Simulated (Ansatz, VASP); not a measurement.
# One calculation of As2Se, two programs

```xyz
6
Lattice="-3.4711 3.4711 2.6237 3.4711 -3.4711 2.6237 3.4711 3.4711 -2.6237" Properties=species:S:1:pos:R:3 pbc="T T T"
As    0.0000    5.2066    0.6559
As    0.0000    1.7355    0.6559
As    1.7355    3.4711    1.9678
As   -1.7355    3.4711    1.9678
Se    0.0000    0.0000    2.6237
Se    3.4711    0.0000    1.3118
```

Alike in both runs: functional PBE; dispersion D3(BJ); k mesh 8 × 8 × 8; occupations gaussian, width 0.1 eV; no spin polarisation.

Ansatz relaxed the structure, and its values are those at the end. VASP's run is a single point on that final structure, the one shown.

|  | VASP | Ansatz |
| --- | --- | --- |
| version | VASP 6.6.1 | Ansatz 0.2.0 |
| potentials or method | VASP PAW PBE potentials, release 64 (As, Se), cutoff 520 eV | scalar-relativistic, plane waves, PAW |
| valence electrons in the cell | 32 | 92 |

```tsv
	VASP	Ansatz	Ansatz less VASP
gap on the k mesh at the Fermi level (eV)	none	none	-
pressure (GPa)	0.1	0.0	-0.13
```

A gap of «none» marks a metal or a gap that the smearing closes. VASP's potentials hold 32 valence electrons a cell and Ansatz's 92, so a difference there can come from the potentials and not from the codes.
